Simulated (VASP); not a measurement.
# TaRu (P4/mmm) in VASP: further runs, part 2 of 2

VASP 6.6.1.

## (3) Single point, LDA

The input, INCAR:

```
SYSTEM = TaRu
PREC = Accurate
ENCUT = 500
EDIFF = 1E-6
ISMEAR = -1
SIGMA = 0.1
LREAL = .FALSE.
LASPH = .TRUE.
NELM = 120
ALGO = Normal
ISIF = 2
LWAVE = .FALSE.
LCHARG = .FALSE.
GGA = CA
NBANDS = 20
GGA_COMPAT = .FALSE.
```

The input, KPOINTS:

```
Automatic mesh
0
G
  7 7 6
  0 0 0
```

The input, POSCAR:

```
TaRu
1.0
    3.0530000000      0.0000000000      0.0000000000
    0.0000000000      3.0530000000      0.0000000000
    0.0000000000      0.0000000000      3.3890000000
Ta Ru
1 1
Direct
    0.5000000000      0.5000000000      0.5000000000
    0.0000000000      0.0000000000      0.0000000000
```

Potentials or basis: VASP PAW LDA potentials, release 64 (Ta_pv, Ru_pv).

On the command line:

```
$ cat potpaw_LDA.64/Ta_pv/POTCAR potpaw_LDA.64/Ru_pv/POTCAR > POTCAR
$ mpirun -np 1 vasp_std > vasp.out
```

OUTCAR:

```text
SYSTEM = TaRu
   PREC = Accurate
   ENCUT = 500
   EDIFF = 1E-6
   ISMEAR = -1
   LREAL = .FALSE.
   LASPH = .TRUE.
   NELM = 120
   ISIF = 2
   GGA = CA

 ion  position               nearest neighbor table
   1  0.500  0.500  0.500-   2 2.74   2 2.74   2 2.74   2 2.74   2 2.74   2 2.74   2 2.74   2 2.74

   2  0.000  0.000  0.000-   1 2.74   1 2.74   1 2.74   1 2.74   1 2.74   1 2.74   1 2.74   1 2.74

  LATTYP: Found a simple tetragonal cell.
 ALAT       =     3.0530000000
 C/A-ratio  =     1.1100556829

  Lattice vectors:

 A1 = (   3.0530000000,   0.0000000000,   0.0000000000)
 A2 = (   0.0000000000,   3.0530000000,   0.0000000000)
 A3 = (   0.0000000000,   0.0000000000,   3.3890000000)

Analysis of symmetry for initial positions (statically):
=====================================================================
 Subroutine PRICEL returns:
 Original cell was already a primitive cell.

 Routine SETGRP: Setting up the symmetry group for a
 simple tetragonal supercell.

 Subroutine GETGRP returns: Found 16 space group operations
 (whereof 16 operations were pure point group operations)
 out of a pool of 16 trial point group operations.

The static configuration has the point symmetry D_4h.

Analysis of symmetry for dynamics (positions and initial velocities):
=====================================================================
 Subroutine PRICEL returns:
 Original cell was already a primitive cell.

 Routine SETGRP: Setting up the symmetry group for a
 simple tetragonal supercell.

 Subroutine GETGRP returns: Found 16 space group operations
 (whereof 16 operations were pure point group operations)
 out of a pool of 16 trial point group operations.

The dynamic configuration has the point symmetry D_4h.

 Subroutine INISYM returns: Found 16 space group operations
 (whereof 16 operations are pure point group operations),
 and found     1 'primitive' translations

----------------------------------------------------------------------------------------

                                     Primitive cell

  volume of cell :      31.5882

  direct lattice vectors                    reciprocal lattice vectors
     3.053000000  0.000000000  0.000000000     0.327546675  0.000000000  0.000000000
     0.000000000  3.053000000  0.000000000     0.000000000  0.327546675  0.000000000
     0.000000000  0.000000000  3.389000000     0.000000000  0.000000000  0.295072293

  length of vectors
     3.053000000  3.053000000  3.389000000     0.327546675  0.327546675  0.295072293

  position of ions in fractional coordinates (direct lattice)
     0.500000000  0.500000000  0.500000000
     0.000000000  0.000000000  0.000000000

  ion indices of the primitive-cell ions
   primitive index   ion index
                 1           1
                 2           2

----------------------------------------------------------------------------------------

 KPOINTS: Automatic mesh

Automatic generation of k-mesh.
 Grid dimensions read from file:
 generate k-points for:    7    7    6

 Generating k-lattice:

  Cartesian coordinates                     Fractional coordinates (reciprocal lattice)
     0.046792382  0.000000000  0.000000000     0.142857143  0.000000000  0.000000000
     0.000000000  0.046792382  0.000000000     0.000000000  0.142857143  0.000000000
     0.000000000  0.000000000  0.049178715     0.000000000  0.000000000  0.166666667

  Length of vectors
     0.046792382  0.046792382  0.049178715

  Shift w.r.t. Gamma in fractional coordinates (k-lattice)
     0.000000000  0.000000000  0.000000000

 Subroutine IBZKPT returns following result:
 ===========================================

 Found     40 irreducible k-points:

 Following reciprocal coordinates:
            Coordinates               Weight
  0.000000  0.000000  0.000000      1.000000
  0.142857  0.000000  0.000000      4.000000
  0.285714  0.000000  0.000000      4.000000
  0.428571  0.000000  0.000000      4.000000
  0.142857  0.142857  0.000000      4.000000
  0.285714  0.142857  0.000000      8.000000
[... 16 lines left out ...]
  0.285714  0.000000  0.333333      8.000000
  0.428571  0.000000  0.333333      8.000000
 [... further k-points ...]
   k-points           NKPTS =     40   k-points in BZ     NKDIM =     40   number of bands    NBANDS=     20
   number of dos      NEDOS =    301   number of ions     NIONS =      2
   total plane-waves  NPLWV =  16128
   dimension x,y,z NGX =    24 NGY =   24 NGZ =   28
   dimension x,y,z NGXF=    48 NGYF=   48 NGZF=   56
   ions per type =               1   1
   NGX,Y,Z   is equivalent  to a cutoff of  13.07, 13.07, 13.74 a.u.
   NGXF,Y,Z  is equivalent  to a cutoff of  26.14, 26.14, 27.47 a.u.
 SYSTEM =  TaRu
   PREC   = accura    normal or accurate (medium, high low for compatibility)
   ISTART =      0    job   : 0-new  1-cont  2-samecut
   ICHARG =      2    charge: 1-file 2-atom 10-const
   ISPIN  =      1    spin polarized calculation?
   LNONCOLLINEAR =      F non collinear calculations
   LSORBIT =      F    spin-orbit coupling
   LASPH  =      T    aspherical Exc in radial PAW
   ENCUT  =  500.0 eV  36.75 Ry    6.06 a.u.   5.57  5.57  6.18*2*pi/ulx,y,z
   NELM   =    120;   NELMIN=  2; NELMDL= -5     # of ELM steps
   EDIFF  = 0.1E-05   stopping-criterion for ELM
   LREAL  =      F    real-space projection
   EDIFFG = 0.1E-04   stopping-criterion for IOM
   NSW    =      0    number of steps for IOM
   IBRION =     -1    ionic relax: 0-MD 1-quasi-New 2-CG
   NFREE  =      0    steps in history (QN), initial steepest desc. (CG)
   ISIF   =      2    stress and relaxation
   ISYM   =      2    0-nonsym 1-usesym 2-fastsym
   POTIM  = 0.5000    time-step for ionic-motion
   TEBEG  =    0.0;   TEEND  =   0.0 temperature during run
   PSTRESS=    0.0 pullay stress
   NELECT =      25.0000    total number of electrons
   NUPDOWN=      -1.0000    fix difference up-down
   EMIN   =  10.00;   EMAX   =-10.00  energy-range for DOS
   EFERMI =   0.00;   METHOD = LEGACY
   ISMEAR =    -1;   SIGMA  =   0.10  broadening in eV -4-tet -1-fermi 0-gaus
   EFERMI_NEDOS =   21; number of points for ismear=-14 and -15
   IALGO  =     38    algorithm
   IMIX   =      4    mixing-type and parameters
     AMIX     =   0.40;   BMIX     =  1.00
     AMIX_MAG =   1.60;   BMIX_MAG =  1.00
  volume/ion in A,a.u.               =      15.79       106.58
  Fermi-wavevector in a.u.,A,eV,Ry     =   1.514304  2.861620 31.199751  2.293117
  Thomas-Fermi vector in A             =   2.623980
   LORBIT       =      0    0 simple, 1 ext, 2 COOP (PROOUT), +10 PAW based schemes
   GGA     = CA    functional components
   LHFCALC =     F    Hartree Fock is set to
   AEXX    =    0.0000 exact exchange contribution
   IVDW    =     0    specifies the selected vdW correction
   LEPSILON=     F    determine dielectric tensor
   LRPA    =     F    only Hartree local field effects (RPA)
 non-spin polarized calculation
  energy-cutoff  :      500.00
  volume of cell :       31.59
 maximum number of plane-waves:       820
 NGX is ok and might be reduce to    24
   NGX = 11   NGY = 11   NGZ = 13

 number of electron      25.0000007 magnetization

 Free energy of the ion-electron system (eV)
  ---------------------------------------------------
  ext. energy  EPLUGINS =         0.00000000
  ---------------------------------------------------
  free energy    TOTEN  =       -24.08284680 eV

  energy without entropy =      -24.02622261  energy(sigma->0) =      -24.05453471

 E-fermi :   9.2335     XC(G=0): -13.4864

 val. band max:        9.1515286034   @ k =   0.2857   0.0000   0.1667
 cond. band min:       9.2661699603   @ k =   0.0000   0.0000   0.5000
 fundamental gap:      0.1146413569
 Fermi energy:         9.2334872053

 k-point     1 :       0.0000    0.0000    0.0000
  band No.  band energies     occupation
      1     -33.5579      2.00000
      2     -33.4731      2.00000
      3     -33.4731      2.00000
      4     -25.4380      2.00000
      5     -25.3067      2.00000
      6     -25.3067      2.00000
[... 12 lines left out ...]
     19      18.6242      0.00000
     20      18.6242      0.00000

 k-point     2 :       0.1429    0.0000    0.0000
  band No.  band energies     occupation
      1     -33.5522      2.00000
      2     -33.5022      2.00000
      3     -33.4688      2.00000
      4     -25.4374      2.00000
      5     -25.3999      2.00000
      6     -25.3034      2.00000
[... 498 lines left out ...]
 k-point    24 :       0.4286    0.0000    0.3333
  band No.  band energies     occupation
      1     -33.6331      2.00000
      2     -33.5844      2.00000
      3     -33.4476      2.00000
      4     -25.7102      2.00000
      5     -25.5131      2.00000
      6     -25.2794      2.00000
[... 12 lines left out ...]
     19      19.0497      0.00000
     20      19.4159      0.00000

 [... further k-points ...]
[... 5 lines left out ...]
  --------------------------------------------------------------------------------------
  -------------------------------------------------------------------------------------
  Total       -1.8722057     -1.8722057     -2.1225708      0.0000000      0.0000000     -0.0000000
  in kB      -94.9596185    -94.9596185   -107.6583183      0.0000000      0.0000000     -0.0000000
  external PRESSURE =     -99.1925184 kB  Pullay stress =       0.0000000 kB

 VOLUME and BASIS-vectors are now :
 -----------------------------------------------------------------------------
  energy-cutoff  :      500.00
  volume of cell :       31.59
      direct lattice vectors                 reciprocal lattice vectors
     3.053000000  0.000000000  0.000000000     0.327546675  0.000000000  0.000000000
     0.000000000  3.053000000  0.000000000     0.000000000  0.327546675  0.000000000
     0.000000000  0.000000000  3.389000000     0.000000000  0.000000000  0.295072293

 POSITION                                       TOTAL-FORCE (eV/Angst)
 -----------------------------------------------------------------------------------
      1.52650      1.52650      1.69450         0.000000      0.000000      0.000000
      0.00000      0.00000      0.00000         0.000000      0.000000      0.000000
 -----------------------------------------------------------------------------------
    total drift:                                0.000000      0.000000     -0.000000

  FREE ENERGIE OF THE ION-ELECTRON SYSTEM (eV)
  ---------------------------------------------------
  free  energy   TOTEN  =       -24.0828468038 eV

  energy  without entropy=      -24.0262226147  energy(sigma->0) =      -24.05453471
```

Wall time 18 s (1 thread of Intel Xeon Platinum 8375C at 2.90GHz (Ice Lake), shared host); peak memory 0.15 GiB.

What came out:

- Free energy: -24.0828 eV
- Pressure: -9.9 GPa
- Band gap on the k mesh: zero (an odd number of electrons rules out a gap without spin polarisation)

Caveat: the cell stands under tension; spin-orbit coupling is left out, which moves the levels of the heavy elements.
